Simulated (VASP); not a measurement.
# Hg (R-3m) in VASP: further runs, part 2 of 2

VASP 6.6.1. The steps go on from the part before.

## Step 4: Single point, LDA (zz strain of -2 %)

File INCAR:

```
SYSTEM = Hg
ALGO = Normal
EDIFF = 1E-6
ENCUT = 520
GGA = CA
ISIF = 2
ISMEAR = -1
LASPH = .TRUE.
LCHARG = .TRUE.
LELF = .TRUE.
LREAL = .FALSE.
LVHAR = .TRUE.
LWAVE = .FALSE.
NBANDS = 12
NELM = 80
PREC = Accurate
SIGMA = 0.03
```

File KPOINTS:

```
k-points
0
G
  12 12 12
  0 0 0
```

File POSCAR:

```
Hg
1.0
    1.7300004553      0.9988162286      2.1893200000
   -1.7300004553      0.9988162286      2.1893200000
    0.0000000000     -1.9976324571      2.1893200000
Hg
1
Direct
    0.0000000000      0.0000000000      0.0000000000
```

Potentials or basis: VASP PAW LDA potentials, release 64 (Hg).

Run with:

```sh
$ cat potpaw_LDA.64/Hg/POTCAR > POTCAR
$ mpirun -np 1 vasp_std > vasp.out
```

OUTCAR:

```text
SYSTEM = Hg
   EDIFF = 1E-6
   ENCUT = 520
   GGA = CA
   ISIF = 2
   ISMEAR = -1
   LASPH = .TRUE.
   LREAL = .FALSE.
   NELM = 80
   PREC = Accurate

 ion  position               nearest neighbor table
   1  0.000  0.000  0.000-

  LATTYP: Found a trigonal (rhomboedric) cell.
 ALAT       =     2.9637235863
 COS(alpha) =     0.3185295359

  Lattice vectors:

 A1 = (   1.7300004553,   0.9988162286,   2.1893200000)
 A2 = (  -1.7300004553,   0.9988162286,   2.1893200000)
 A3 = (   0.0000000000,  -1.9976324571,   2.1893200000)

Analysis of symmetry for initial positions (statically):
=====================================================================
 Subroutine PRICEL returns:
 Original cell was already a primitive cell.

 Routine SETGRP: Setting up the symmetry group for a
 trigonal (rhombohedral) supercell.

 Subroutine GETGRP returns: Found 12 space group operations
 (whereof 12 operations were pure point group operations)
 out of a pool of 12 trial point group operations.

The static configuration has the point symmetry D_3d.

Analysis of symmetry for dynamics (positions and initial velocities):
=====================================================================
 Subroutine PRICEL returns:
 Original cell was already a primitive cell.

 Routine SETGRP: Setting up the symmetry group for a
 trigonal (rhombohedral) supercell.

 Subroutine GETGRP returns: Found 12 space group operations
 (whereof 12 operations were pure point group operations)
 out of a pool of 12 trial point group operations.

The dynamic configuration has the point symmetry D_3d.

 Subroutine INISYM returns: Found 12 space group operations
 (whereof 12 operations are pure point group operations),
 and found     1 'primitive' translations

----------------------------------------------------------------------------------------

                                     Primitive cell

  volume of cell :      22.6982

[... 108 lines left out ...]
  Fermi-wavevector in a.u.,A,eV,Ry     =   1.323745  2.501516 23.841516  1.752302
  Thomas-Fermi vector in A             =   2.453331
   LORBIT       =      0    0 simple, 1 ext, 2 COOP (PROOUT), +10 PAW based schemes
   GGA     = CA    functional components
   LHFCALC =     F    Hartree Fock is set to
   AEXX    =    0.0000 exact exchange contribution
   IVDW    =     0    specifies the selected vdW correction
   LEPSILON=     F    determine dielectric tensor
   LRPA    =     F    only Hartree local field effects (RPA)
 non-spin polarized calculation
  energy-cutoff  :      520.00
  volume of cell :       22.70
 maximum number of plane-waves:       630
 NGX is ok and might be reduce to    24
   NGX = 11   NGY = 11   NGZ = 11

 number of electron      12.0000001 magnetization

 Free energy of the ion-electron system (eV)
  ---------------------------------------------------
  ext. energy  EPLUGINS =         0.00000000
  ---------------------------------------------------
  free energy    TOTEN  =        -0.96126018 eV

  energy without entropy =       -0.95952791  energy(sigma->0) =       -0.96039405

 E-fermi :   2.7681     XC(G=0): -11.3683

 val. band max:        2.7680827997   @ k =  -0.3333   0.4167   0.2500
 cond. band min:       2.7753741234   @ k =   0.5000   0.1667   0.0833
 fundamental gap:      0.0072913237
 Fermi energy:         2.7681398614

 k-point     1 :       0.0000    0.0000    0.0000
  band No.  band energies     occupation
      1      -6.6660      2.00000
      2      -5.0425      2.00000
      3      -5.0425      2.00000
      4      -3.5354      2.00000
      5      -3.3807      2.00000
      6      -3.3807      2.00000
      7      15.0456      0.00000
      8      15.5086      0.00000
      9      15.5086      0.00000
     10      20.1725      0.00000
     11      21.4533      0.00000
     12      21.4533      0.00000
[... 331 lines left out ...]
 k-point    24 :      -0.4167    0.1667    0.0000
  band No.  band energies     occupation
      1      -5.3377      2.00000
      2      -4.8216      2.00000
      3      -3.8369      2.00000
      4      -3.5603      2.00000
      5      -3.2311      2.00000
      6       0.0213      2.00000
      7       2.6804      1.89803
      8      11.3734      0.00000
      9      15.8533      0.00000
     10      19.2812      0.00000
     11      21.9430      0.00000
     12      22.8023      0.00000

 [... further k-points ...]
[... 5 lines left out ...]
  --------------------------------------------------------------------------------------
  -------------------------------------------------------------------------------------
  Total        0.0206811      0.0206811      0.0884450      0.0000000      0.0000000     -0.0000000
  in kB        1.4597975      1.4597975      6.2429744      0.0000000      0.0000000     -0.0000000
  external PRESSURE =       3.0541898 kB  Pullay stress =       0.0000000 kB

 VOLUME and BASIS-vectors are now :
 -----------------------------------------------------------------------------
  energy-cutoff  :      520.00
  volume of cell :       22.70
      direct lattice vectors                 reciprocal lattice vectors
     1.730000455  0.998816229  2.189320000     0.289017265  0.166864196  0.152254277
    -1.730000455  0.998816229  2.189320000    -0.289017265  0.166864196  0.152254277
     0.000000000 -1.997632457  2.189320000     0.000000000 -0.333728391  0.152254277

 POSITION                                       TOTAL-FORCE (eV/Angst)
 -----------------------------------------------------------------------------------
      0.00000      0.00000      0.00000         0.000000      0.000000     -0.000000
 -----------------------------------------------------------------------------------
    total drift:                                0.000000     -0.000000      0.000000

  FREE ENERGIE OF THE ION-ELECTRON SYSTEM (eV)
  ---------------------------------------------------
  free  energy   TOTEN  =        -0.9612601844 eV

  energy  without entropy=       -0.9595279148  energy(sigma->0) =       -0.96039405
```

OSZICAR:

```text
N       E                     dE             d eps       ncg     rms          rms(c)
DAV:   1     0.734775857106E+02    0.73478E+02   -0.66291E+03  4792   0.967E+02
DAV:   2     0.168191127869E+00   -0.73309E+02   -0.68917E+02  4936   0.230E+02
DAV:   3    -0.102857252255E+01   -0.11968E+01   -0.11960E+01  5484   0.329E+01
DAV:   4    -0.102970377319E+01   -0.11313E-02   -0.11312E-02  4996   0.105E+00
DAV:   5    -0.102970533744E+01   -0.15643E-05   -0.15644E-05  5424   0.377E-02    0.470E+00
DAV:   6    -0.969201826160E+00    0.60504E-01   -0.13640E-01  5344   0.421E+00    0.339E+00
DAV:   7    -0.962130916833E+00    0.70709E-02   -0.16718E-02  5404   0.121E+00    0.143E+00
DAV:   8    -0.961255791653E+00    0.87513E-03   -0.15269E-03  4820   0.552E-01    0.582E-02
DAV:   9    -0.961259190893E+00   -0.33992E-05   -0.34334E-06  5396   0.224E-02    0.135E-02
DAV:  10    -0.961260184412E+00   -0.99352E-06   -0.12324E-06  4812   0.134E-02
   1 F= -.96126018E+00 E0= -.96039405E+00  d E =-.173227E-02
```

Run time: 31 s. Hardware: 1 thread of Intel Xeon 8259CL, shared host; peak memory 0.17 GiB.

Results:

* Free energy: -0.9613 eV
* Pressure: 0.3 GPa
* Band gap on the k mesh: zero (bands 6 and 7 overlap by 3.54 eV)

Stress tensor (GPa, compression positive):
```
0.15 0.00 0.00
0.00 0.15 0.00
0.00 0.00 0.62
```

Levels at points of the mesh, in eV from the Fermi level:
```csv
k point,band 2,band 3,band 4,band 5,band 6,band 7,band 8,band 9,band 10,band 11
"(0.00, 0.00, 0.00)",-7.81,-7.81,-6.30,-6.15,-6.15,12.28,12.74,12.74,17.40,18.69
"(0.50, 0.00, 0.00)",-7.82,-6.32,-6.27,-5.86,-2.10,-2.05,12.62,12.93,17.92,17.92
"(0.50, 0.50, 0.00)",-8.09,-6.10,-5.92,-5.30,-0.13,1.05,4.64,10.24,10.49,16.17
"(0.50, 0.50, 0.50)",-7.35,-7.35,-5.40,-5.40,-0.02,1.79,9.35,9.35,11.03,15.26
```

Caveat: the cell differs from its parent crystal (zz strain of -2 %); spin-orbit coupling is left out, which moves the levels of the heavy elements.

## Step 5: Single point, LDA (equal xx and yy strain of -1 %)

File INCAR:

```
SYSTEM = Hg
PREC     = Accurate       ! precision mode
ENCUT    = 520            ! plane-wave cutoff, eV
EDIFF    = 1E-7           ! SCF threshold, eV
ISMEAR   = -1             ! smearing method
SIGMA    = 0.03           ! smearing width, eV
LREAL    = .False.        ! projectors in reciprocal space
LASPH    = .True.         ! aspherical terms in the spheres
NELM     = 100            ! most SCF steps
ALGO     = Normal         ! electronic algorithm
ISIF     = 2              ! what is computed and relaxed
LWAVE    = .False.        ! write WAVECAR
LCHARG   = .True.         ! write CHGCAR
LELF     = .True.         ! ELF
LVHAR    = .True.       
NBANDS   = 12             ! bands
```

File KPOINTS:

```
regular mesh
0
Gamma
  12 12 12
  0 0 0
```

File POSCAR:

```
Hg
1.0
    1.7127004508      0.9888280663      2.2340000000
   -1.7127004508      0.9888280663      2.2340000000
    0.0000000000     -1.9776561325      2.2340000000
Hg
1
Direct
    0.0000000000      0.0000000000      0.0000000000
```

Run with:

```sh
$ cat potpaw_LDA.64/Hg/POTCAR > POTCAR
$ mpirun -np 1 vasp_std > vasp.out
```

Wall time 29 s (1 thread of Intel Xeon 8259CL, shared host); peak memory 0.17 GiB.

It converged, with:

```yaml
Free_energy: -0.9611 eV
Pressure: -0.3 GPa
Band_gap_on_the_k_mesh: zero (bands 6 and 7 overlap by 3.36 eV)
```

Stress tensor (GPa, compression positive):
```
-0.15  0.00  0.00
 0.00 -0.15  0.00
 0.00  0.00 -0.61
```

Levels at points of the mesh, in eV from the Fermi level:
```
           k point  band 4  band 5  band 6  band 7  band 8  band 9
(0.00, 0.00, 0.00)   -6.43   -6.22   -6.22   12.41   12.93   12.93
(0.50, 0.00, 0.00)   -6.25   -5.85   -2.10   -2.05   12.54   12.83
(0.50, 0.50, 0.00)   -5.90   -5.39   -0.21    0.94    4.87    9.97
(0.50, 0.50, 0.50)   -5.49   -5.49   -0.32    1.32    9.67    9.67
```

Caveat: the cell differs from its parent crystal (equal xx and yy strain of -1 %); spin-orbit coupling is left out, which moves the levels of the heavy elements.

## Step 6: Summary

```tsv
cell	gap on the mesh (eV)	pressure (GPa)
a = 2.956 Å, angles 70.5°, 1 atom	none	1.1
a = 2.970 Å, angles 69.6°, 1 atom	none	0.7
a = 2.964 Å, angles 71.4°, 1 atom	none	0.3
a = 2.984 Å, angles 70.1°, 1 atom	none	-0.3
```

Alike in all rows: task single point; level LDA; potentials or basis VASP PAW LDA potentials, release 64 (Hg); no spin polarisation; k mesh 12 × 12 × 12; cutoff (eV) 520; smearing fermi-dirac 0.03 eV.

Caveats: spin-orbit coupling is left out, which moves the levels of the heavy elements.

Absolute energies hang on the potentials; compare differences alone.
